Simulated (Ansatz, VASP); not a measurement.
# One calculation of SnSe, two programs

```
Sn Se
1.0
     0.00000    3.32033    3.32033
     3.32033    0.00000    3.32033
     3.32033    3.32033    0.00000
Sn Se
1 1
Cartesian
  0.0000 0.0000 0.0000
  1.6602 1.6602 1.6602
```

Change from the starting cell: volume scaled by 0.9405, PAW files.

Alike in both runs: task electric field gradients; functional PBE; k mesh 12 × 12 × 12; occupations fermi-dirac, width 0.05 eV; no spin polarisation.

|  | VASP | Ansatz |
| --- | --- | --- |
| version | VASP 6.6.1 | Ansatz 0.2.0 |
| potentials or method | VASP PAW PBE potentials, release 64 (Sn_d, Se) | PAW with Ansatz's default frozen-core files, scalar-relativistic |
| plane-wave cutoff (eV) | 520 | 420 |
| valence electrons in the cell | 20 | 30 |

|  | VASP | Ansatz | Ansatz less VASP |
| --- | --- | --- | --- |
| pressure (GPa) | 2.1 | 2.1 | 0.00 |

VASP's potentials hold 20 valence electrons a cell and Ansatz's 30, so a difference there can come from the potentials and not from the codes.
